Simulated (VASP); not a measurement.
Te: single point with PBEsol

Te:

```
CELL_PARAMETERS angstrom
3.40384 0.00000 0.00000
-1.70192 2.94782 0.00000
0.00000 0.00000 6.48142
ATOMIC_POSITIONS crystal
Te 0.66668 0.66668 0.00000
Te 0.00000 0.33332 0.66667
Te 0.33332 0.00000 0.33333
```

```
Program                : VASP 6.6.1
Task                   : single point
Functional             : PBEsol
Potentials or basis    : VASP PAW PBE potentials, release 64 (Te)
Cutoff                 : 520 eV
k mesh                 : 7 × 7 × 5
Occupations            : fermi-dirac, width 0.05 eV
Spin                   : no spin polarisation
Dipole correction      : no
Further INCAR settings : ALGO = Normal; EDIFF = 1e-07; NBANDS = 16
```

```json
{
  "Pressure": "30.3 GPa",
  "Band gap on the k mesh": "zero (band 9 reaches 14.00 eV, above the bottom of band 10 at 10.14 eV)"
}
```

Stress tensor (GPa, compression positive):
```
30.22  0.00  0.00
 0.00 30.22  0.00
 0.00  0.00 30.50
```

Levels at points of the mesh, in eV from the Fermi level:
| k point | band 5 | band 6 | band 7 | band 8 | band 9 | band 10 | band 11 | band 12 | band 13 | band 14 |
| --- | --- | --- | --- | --- | --- | --- | --- | --- | --- | --- |
| (0.00, 0.00, 0.00) | -2.42 | -0.13 | -0.13 | -0.13 | -0.13 | 2.79 | 2.79 | 4.61 | 4.61 | 4.63 |

It took 19 s on 1 thread of Intel(R) Xeon(R) Platinum 8488C (Sapphire Rapids), on a shared host, peak memory 0.19 GiB.

Caveat: the PAW data sets were made with another functional, which shifts forces and pressure a little; spin-orbit coupling is left out, which moves the levels of the heavy elements.
